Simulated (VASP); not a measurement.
**Re: single point with PBE**

Re:

```
Re
1.0
     0.00000    1.95740    1.95740
     1.95740    0.00000    1.95740
     1.95740    1.95740    0.00000
Re
1
Direct
  0.00000 0.00000 0.00000
```

This isn't the form of Re at room conditions, which is hcp.

```json
{
 "Program": "VASP 6.6.1",
 "Task": "single point",
 "Functional": "PBE",
 "Potentials or basis": "VASP PAW PBE potentials, release 64 (Re_sv_GW)",
 "Cutoff": "560 eV",
 "k mesh": "4 × 4 × 4",
 "Occupations": "fermi-dirac, width 0.15 eV",
 "Spin": "no spin polarisation"
}
```

```
Pressure               : 1.6 GPa
Band gap on the k mesh : zero (an odd number of electrons rules out a gap without spin polarisation)
```

Levels at points of the mesh, in eV from the Fermi level:
```csv
k point,band 5,band 6,band 7,band 8,band 9,band 10
"(0.00, 0.00, 0.00)",-10.14,-1.98,-1.98,-1.98,1.15,1.15
"(0.50, 0.00, 0.00)",-6.88,-2.17,-2.17,0.05,3.63,3.63
"(0.50, 0.50, 0.00)",-6.78,-5.94,2.55,3.60,4.35,4.35
```

It took 4.6 s on 1 thread of AMD EPYC 7R43 64-Core Processor (Zen 3), with other jobs on the host, peak memory 0.11 GiB.

Caveat: the k points lie up to 0.69 Å⁻¹ apart, too coarse for converged energies and pressures of a metal; spin-orbit coupling is left out, which moves the levels of the heavy elements.
